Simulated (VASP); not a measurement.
Input of a VASP 6.6.1 run:

INCAR

```
SYSTEM = Hg3Pt
ALGO = Normal ; EDIFF = 1E-6
ENCUT = 520 ; GGA = PE
ISIF = 2 ; ISMEAR = -1
LASPH = .True. ; LCHARG = .False.
LREAL = .False. ; LWAVE = .False.
NBANDS = 31 ; NELM = 60
PREC = Accurate ; SIGMA = 0.1
```

Contents of KPOINTS:

```
k-points
0
Gamma
  5 5 5
  0 0 0
```

Contents of POSCAR:

```
Hg3Pt
1.0
    4.3442210000      0.0000000000      0.0000000000
    0.0000000000      4.3442210000      0.0000000000
    0.0000000000      0.0000000000      4.3442210000
Hg Pt
3 1
Direct
    0.0000000000      0.5000000000      0.5000000000
    0.5000000000      0.0000000000      0.5000000000
    0.5000000000      0.5000000000      0.0000000000
    0.0000000000      0.0000000000      0.0000000000
```

Potentials or basis: VASP PAW PBE potentials, release 64 (Hg, Pt).

Command:

```console
$ cat potpaw_PBE.64/Hg/POTCAR potpaw_PBE.64/Pt/POTCAR > POTCAR
$ mpirun -np 1 vasp_std > vasp.out
```

What does it give for the band gap on the k mesh?

Zero (bands 23 and 24 overlap by 1.98 eV).

What does it give for the pressure?

-0.5 GPa.

Caveat: spin-orbit coupling is left out, which moves the levels of the heavy elements.
